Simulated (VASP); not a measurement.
# HW8C8 (a cell with a defect) in VASP: a series of runs

The runs below take HW8C8 (a cell with a defect) through single point, with PBEsol.

All numbers are computed with VASP 6.6.1; they aren't measurements. Logs are shortened: lines on timing, memory, paths and dates and some standing lists are left out, and cuts for length are marked.

**1. The cell of the first run**

The cell holds a defect, 17 atoms: a = 5.656 Å, b = 5.797 Å, c = 5.797 Å, α = 120.00°, β = 90.00°, γ = 90.00°.

**2. Single point, PBEsol**

Input file INCAR:

```
PREC = Accurate
ENCUT = 520
EDIFF = 1E-7
ISMEAR = 0
SIGMA = 0.1
LREAL = Auto
LASPH = True
NELM = 100
ALGO = Normal
ISIF = 2
LWAVE = False
LCHARG = False
GGA = PS
NBANDS = 86
```

Input file KPOINTS:

```
Automatic mesh
0
Gamma
  4 5 5
  0.5 0 0
```

Input file POSCAR:

```
HW8C8
1.0
    0.0000000000      0.0000000000     -5.6555137123
   -2.8984787826     -5.0203125160      0.0000000000
   -2.8984787825      5.0203125161      0.0000000000
W C H
8 8 1
Direct
    0.4979390279      0.5000004092      0.5000000108
    0.9993838381      0.5000002367      0.4999998383
    0.4998967634      0.4998814144     -0.0000595738
    1.0009815709      0.4938225602     -0.0030889352
    0.4998965866      1.0000598942      0.5001191053
    1.0009813941      1.0030894282      0.5061781319
    0.4998967634      1.0000599159     -0.0000594958
    1.0009813941      1.0030893089     -0.0030888889
    0.2523127116      0.1666671765      0.8333332435
    0.7499271005      0.1666670769      0.8333333431
    0.2500535003      0.1677089322      0.3338541666
    0.7477670845      0.1714699027      0.3357347761
    0.2500535003      0.6661463263      0.8322917599
    0.7477672613      0.6642656439      0.8285305173
    0.2500533235      0.6661462412      0.3338541788
    0.7477670845      0.6642655814      0.3357348386
    0.8827820520      0.8333338873      0.1666672227
```

Potentials or basis: VASP PAW PBE potentials, release 64 (W_sv, C, H).

On the command line:

```console
$ cat potpaw_PBE.64/W_sv/POTCAR potpaw_PBE.64/C/POTCAR potpaw_PBE.64/H/POTCAR > POTCAR
$ mpirun -np 1 vasp_std > vasp.out
```

OUTCAR:

```text
PREC = Accurate
   ENCUT = 520
   EDIFF = 1E-7
   ISMEAR = 0
   LREAL = Auto
   LASPH = True
   NELM = 100
   ISIF = 2
   GGA = PS

 ion  position               nearest neighbor table
   1  0.498  0.500  0.500-  16 2.17  12 2.17  14 2.17  11 2.18  13 2.18  15 2.18   2 2.82   2 2.84
                             3 2.90   5 2.90   7 2.90   7 2.90   5 2.90   3 2.90
   2  0.999  0.500  0.500-  12 2.18  16 2.18  14 2.18  11 2.19  15 2.19  13 2.19   1 2.82   1 2.84
                             8 2.90   4 2.90   6 2.90   6 2.90   4 2.90   8 2.90
   3  0.500  0.500  1.000-   9 2.18  10 2.19  13 2.19  15 2.19  14 2.19  16 2.19   4 2.82   4 2.83
                             5 2.90   7 2.90   1 2.90   1 2.90   7 2.90   5 2.90
   4  0.001  0.494  0.997-  17 1.83  10 2.17   9 2.17  15 2.20  13 2.20  14 2.22  16 2.22   3 2.82
                             3 2.83   6 2.84   8 2.84   2 2.90   2 2.90   8 2.95   6 2.95
   5  0.500  0.000  0.500-   9 2.18  10 2.19  15 2.19  11 2.19  16 2.19  12 2.19   6 2.82   6 2.83
                             7 2.90   3 2.90   1 2.90   1 2.90   3 2.90   7 2.90
   6  0.001  0.003  0.506-  17 1.83  10 2.17   9 2.17  15 2.20  11 2.20  12 2.22  16 2.22   5 2.82
                             5 2.83   4 2.84   8 2.84   2 2.90   2 2.90   8 2.95   4 2.95
   7  0.500  0.000  1.000-   9 2.18  10 2.19  13 2.19  11 2.19  12 2.19  14 2.19   8 2.82   8 2.83
                             5 2.90   3 2.90   1 2.90   1 2.90   3 2.90   5 2.90
   8  0.001  0.003  0.997-  17 1.83  10 2.17   9 2.17  13 2.20  11 2.20  14 2.22  12 2.22   7 2.82
                             7 2.83   6 2.84   4 2.84   2 2.90   2 2.90   4 2.95   6 2.95
   9  0.252  0.167  0.833-   6 2.17   4 2.17   8 2.17   5 2.18   3 2.18   7 2.18
  10  0.750  0.167  0.833-   6 2.17   8 2.17   4 2.17   7 2.19   3 2.19   5 2.19
  11  0.250  0.168  0.334-   1 2.18   2 2.19   7 2.19   5 2.19   8 2.20   6 2.20
  12  0.748  0.171  0.336-   1 2.17   2 2.18   7 2.19   5 2.19   8 2.22   6 2.22
  13  0.250  0.666  0.832-   1 2.18   2 2.19   3 2.19   7 2.19   4 2.20   8 2.20
  14  0.748  0.664  0.829-   1 2.17   2 2.18   3 2.19   7 2.19   8 2.22   4 2.22
  15  0.250  0.666  0.334-   1 2.18   2 2.19   5 2.19   3 2.19   4 2.20   6 2.20
  16  0.748  0.664  0.336-   1 2.17   2 2.18   3 2.19   5 2.19   6 2.22   4 2.22
  17  0.883  0.833  0.167-   6 1.83   4 1.83   8 1.83

  LATTYP: Found a hexagonal cell.
 ALAT       =     5.7969575651
 C/A-ratio  =     0.9756003298

  Lattice vectors:

 A1 = (  -2.8984787826,  -5.0203125160,   0.0000000000)
 A2 = (  -2.8984787825,   5.0203125161,   0.0000000000)
 A3 = (   0.0000000000,   0.0000000000,  -5.6555137123)

Analysis of symmetry for initial positions (statically):
=====================================================================
 Subroutine PRICEL returns:
 Original cell was already a primitive cell.

 Routine SETGRP: Setting up the symmetry group for a
 hexagonal supercell.

 Subroutine GETGRP returns: Found  6 space group operations
 (whereof  2 operations were pure point group operations)
 out of a pool of 24 trial point group operations.

The static configuration has the point symmetry C_1h.
 The point group associated with its full space group is C_3v.

Analysis of symmetry for dynamics (positions and initial velocities):
=====================================================================
 Subroutine PRICEL returns:
 Original cell was already a primitive cell.

 Routine SETGRP: Setting up the symmetry group for a
 hexagonal supercell.

 Subroutine GETGRP returns: Found  6 space group operations
 (whereof  2 operations were pure point group operations)
 out of a pool of 24 trial point group operations.

The dynamic configuration has the point symmetry C_1h.
 The point group associated with its full space group is C_3v.

 Subroutine INISYM returns: Found  6 space group operations
 (whereof  2 operations are pure point group operations),
 and found     1 'primitive' translations

----------------------------------------------------------------------------------------

                                     Primitive cell

  volume of cell :     164.5898

  direct lattice vectors                    reciprocal lattice vectors
     0.000000000  0.000000000 -5.655513712     0.000000000  0.000000000 -0.176818597
    -2.898478783 -5.020312516  0.000000000    -0.172504282 -0.099595393  0.000000000
    -2.898478782  5.020312516  0.000000000    -0.172504282  0.099595393  0.000000000

  length of vectors
     5.655513712  5.796957565  5.796957565     0.176818597  0.199190787  0.199190787

[... 51 lines left out ...]
    -0.034500856 -0.019919079  0.000000000     0.000000000  0.200000000  0.000000000
    -0.034500856  0.019919079  0.000000000     0.000000000  0.000000000  0.200000000

  Length of vectors
     0.044204649  0.039838157  0.039838157

  Shift w.r.t. Gamma in fractional coordinates (k-lattice)
     0.500000000  0.000000000  0.000000000

 Subroutine IBZKPT returns following result:
 ===========================================

 Found     14 irreducible k-points:

 Following reciprocal coordinates:
            Coordinates               Weight
  0.125000  0.000000  0.000000      2.000000
  0.375000  0.000000  0.000000      2.000000
  0.125000  0.200000 -0.000000      6.000000
  0.125000 -0.000000  0.200000      6.000000
  0.375000  0.200000 -0.000000      6.000000
  0.375000 -0.000000  0.200000      6.000000
  0.125000  0.400000  0.000000      6.000000
  0.125000 -0.000000  0.400000      6.000000
  0.375000  0.400000  0.000000      6.000000
  0.375000 -0.000000  0.400000      6.000000
  0.125000  0.200000  0.200000     12.000000
  0.375000  0.200000  0.200000     12.000000
  0.125000  0.400000  0.200000     12.000000
  0.375000  0.400000  0.200000     12.000000
   k-points           NKPTS =     14   k-points in BZ     NKDIM =     14   number of bands    NBANDS=     86
   number of dos      NEDOS =    301   number of ions     NIONS =     17
   total plane-waves  NPLWV =  96768
   dimension x,y,z NGX =    42 NGY =   48 NGZ =   48
   dimension x,y,z NGXF=    84 NGYF=   96 NGZF=   96
   ions per type =               8   8   1
   NGX,Y,Z   is equivalent  to a cutoff of  12.35, 13.77, 13.77 a.u.
   NGXF,Y,Z  is equivalent  to a cutoff of  24.69, 27.53, 27.53 a.u.
 SYSTEM =  unknown system
   PREC   = accura    normal or accurate (medium, high low for compatibility)
   ISTART =      0    job   : 0-new  1-cont  2-samecut
   ICHARG =      2    charge: 1-file 2-atom 10-const
   ISPIN  =      1    spin polarized calculation?
   LNONCOLLINEAR =      F non collinear calculations
   LSORBIT =      F    spin-orbit coupling
   LASPH  =      T    aspherical Exc in radial PAW
   ENCUT  =  520.0 eV  38.22 Ry    6.18 a.u.  10.52 10.78 10.78*2*pi/ulx,y,z
   NELM   =    100;   NELMIN=  2; NELMDL= -5     # of ELM steps
   EDIFF  = 0.1E-06   stopping-criterion for ELM
   LREAL  =      T    real-space projection
   EDIFFG = 0.1E-05   stopping-criterion for IOM
   NSW    =      0    number of steps for IOM
   IBRION =     -1    ionic relax: 0-MD 1-quasi-New 2-CG
   NFREE  =      0    steps in history (QN), initial steepest desc. (CG)
   ISIF   =      2    stress and relaxation
   ISYM   =      2    0-nonsym 1-usesym 2-fastsym
   POTIM  = 0.5000    time-step for ionic-motion
   TEBEG  =    0.0;   TEEND  =   0.0 temperature during run
   PSTRESS=    0.0 pullay stress
   NELECT =     145.0000    total number of electrons
   NUPDOWN=      -1.0000    fix difference up-down
   EMIN   =  10.00;   EMAX   =-10.00  energy-range for DOS
   EFERMI =   0.00;   METHOD = LEGACY
   ISMEAR =     0;   SIGMA  =   0.10  broadening in eV -4-tet -1-fermi 0-gaus
   EFERMI_NEDOS =   21; number of points for ismear=-14 and -15
   IALGO  =     38    algorithm
   IMIX   =      4    mixing-type and parameters
     AMIX     =   0.40;   BMIX     =  1.00
     AMIX_MAG =   1.60;   BMIX_MAG =  1.00
  volume/ion in A,a.u.               =       9.68        65.34
  Fermi-wavevector in a.u.,A,eV,Ry     =   1.569386  2.965710 33.510786  2.462973
  Thomas-Fermi vector in A             =   2.671276
   LORBIT       =      0    0 simple, 1 ext, 2 COOP (PROOUT), +10 PAW based schemes
   GGA     = PS    functional components
   LHFCALC =     F    Hartree Fock is set to
   AEXX    =    0.0000 exact exchange contribution
   IVDW    =     0    specifies the selected vdW correction
   LEPSILON=     F    determine dielectric tensor
   LRPA    =     F    only Hartree local field effects (RPA)
 non-spin polarized calculation
 Gauss-broadening in eV      SIGMA  =   0.10
  energy-cutoff  :      520.00
  volume of cell :      164.59
 maximum number of plane-waves:      4455
 NGX is ok and might be reduce to    42
   NGX = 21   NGY = 21   NGZ = 21

 number of electron     144.9999993 magnetization

 Free energy of the ion-electron system (eV)
  ---------------------------------------------------
  ext. energy  EPLUGINS =         0.00000000
  ---------------------------------------------------
  free energy    TOTEN  =      -193.70254356 eV

  energy without entropy =     -193.69617322  energy(sigma->0) =     -193.69935839

 E-fermi :  11.6060     XC(G=0): -14.0281

 val. band max:       11.5228886873   @ k =   0.1250   0.2000   0.2000
 cond. band min:      11.7490154672   @ k =   0.3750  -0.0000   0.4000
 fundamental gap:      0.2261267799
 Fermi energy:        11.6059609467

 k-point     1 :       0.1250    0.0000    0.0000
  band No.  band energies     occupation
      1     -62.8058      2.00000
      2     -62.7538      2.00000
      3     -62.7538      2.00000
      4     -62.6224      2.00000
      5     -62.5876      2.00000
      6     -62.5335      2.00000
[... 1207 lines left out ...]
     83      15.1389      0.00000
     84      15.2253      0.00000
 [bands above 84 left out]

------------------------ aborting loop because EDIFF is reached ----------------------------------------

  FORCE on cell =-STRESS in cart. coord.  units (eV):
  Direction    XX          YY          ZZ          XY          YZ          ZX
  --------------------------------------------------------------------------------------
  -------------------------------------------------------------------------------------
  Total        6.3793522      6.3793522      4.3532010     -0.0000000      0.0000000     -0.0000000
  in kB       62.0989459     62.0989459     42.3756496     -0.0000000      0.0000000     -0.0000000
  external PRESSURE =      55.5245138 kB  Pullay stress =       0.0000000 kB

 VOLUME and BASIS-vectors are now :
 -----------------------------------------------------------------------------
  energy-cutoff  :      520.00
  volume of cell :      164.59
      direct lattice vectors                 reciprocal lattice vectors
     0.000000000  0.000000000 -5.655513712     0.000000000  0.000000000 -0.176818597
    -2.898478783 -5.020312516  0.000000000    -0.172504282 -0.099595393  0.000000000
    -2.898478782  5.020312516  0.000000000    -0.172504282  0.099595393  0.000000000

 POSITION                                       TOTAL-FORCE (eV/Angst)
 -----------------------------------------------------------------------------------
     -2.89848     -0.00000     -2.81610         0.000000      0.000000      0.001684
     -2.89848     -0.00000     -5.65203         0.000000      0.000000      0.068234
     -4.34720      2.51045     -2.82717         0.002759      0.001593      0.021239
     -4.32086      2.52566     -0.00555         0.033410      0.019289      0.033526
     -1.44976      2.51045     -2.82717        -0.002759      0.001593      0.021239
     -1.47610      2.52566     -0.00555        -0.033410      0.019289      0.033526
[... 9 lines left out ...]
     -2.89848     -1.64933     -4.22901         0.000000      0.010031      0.058742
     -2.89848     -3.34688     -4.99259         0.000000      0.000000     -0.588427
 -----------------------------------------------------------------------------------
    total drift:                               -0.004810      0.009275     -0.002115

  FREE ENERGIE OF THE ION-ELECTRON SYSTEM (eV)
  ---------------------------------------------------
  free  energy   TOTEN  =      -193.7025435596 eV

  energy  without entropy=     -193.6961732185  energy(sigma->0) =     -193.69935839
```

Run time: 3.8 min. Hardware: 1 thread of Intel Xeon 6975P-C (Granite Rapids), shared host; peak memory 0.37 GiB.

What came out:

```
Free energy            : -193.7025 eV
Pressure               : 5.6 GPa
Largest force          : 0.588 eV/Å
Band gap on the k mesh : zero (an odd number of electrons rules out a gap without spin polarisation)
```

Forces on the atoms (eV/Å):
```
W    0.000  0.000  0.002
W    0.000  0.000  0.068
W    0.003  0.002  0.021
W    0.033  0.019  0.034
W   -0.003  0.002  0.021
W   -0.033  0.019  0.034
W    0.000 -0.003  0.021
W    0.000 -0.039  0.034
C    0.000  0.000  0.009
C    0.000  0.000  0.029
C    0.020  0.012  0.047
C   -0.009 -0.005  0.059
C   -0.020  0.012  0.047
C    0.009 -0.005  0.059
C    0.000 -0.024  0.047
C    0.000  0.010  0.059
H    0.000  0.000 -0.588
```

Caveat: the PAW data sets were made with another functional, which shifts forces and pressure a little; spin-orbit coupling is left out, which moves the levels of the heavy elements.

[end of part 1 of 2]
